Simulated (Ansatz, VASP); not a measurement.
**One calculation of AlRu, two programs**

```
Al Ru
1.0
     2.99160    0.00000    0.00000
     0.00000    2.99160    0.00000
     0.00000    0.00000    3.02152
Al Ru
1 1
Direct
  0.00000 0.00000 0.00000
  0.50000 0.50000 0.50000
```

Change from the starting cell: strain +0.0100 x Voigt [0, 0, 1, 0, 0, 0], atoms carried along.

Alike in both runs: task single point; functional PBEsol; k mesh 16 × 16 × 16; occupations gaussian, width 0.15 eV; no spin polarisation.

|  | VASP | Ansatz |
| --- | --- | --- |
| version | VASP 6.6.1 | Ansatz 0.2.0 |
| potentials or method | VASP PAW PBE potentials, release 64 (Al, Ru_pv), cutoff 520 eV | scalar-relativistic, plane waves, PAW |
| valence electrons in the cell | 17 | 19 |

|  | VASP | Ansatz | Ansatz less VASP |
| --- | --- | --- | --- |
| gap on the k mesh at the Fermi level (eV) | none | none | - |
| pressure (GPa) | -5.2 | -5.2 | 0.00 |
| traceless stress, the component that is largest in VASP (GPa) | -1.08 | -1.08 | +0.005 |

VASP's potentials were made for PBE, not for PBEsol. A gap of «none» marks a metal or a gap that the smearing closes. With one functional, cell and mesh, what is left measures potentials, basis and numerics. VASP's potentials hold 17 valence electrons a cell and Ansatz's 19, so a difference there can come from the potentials and not from the codes.
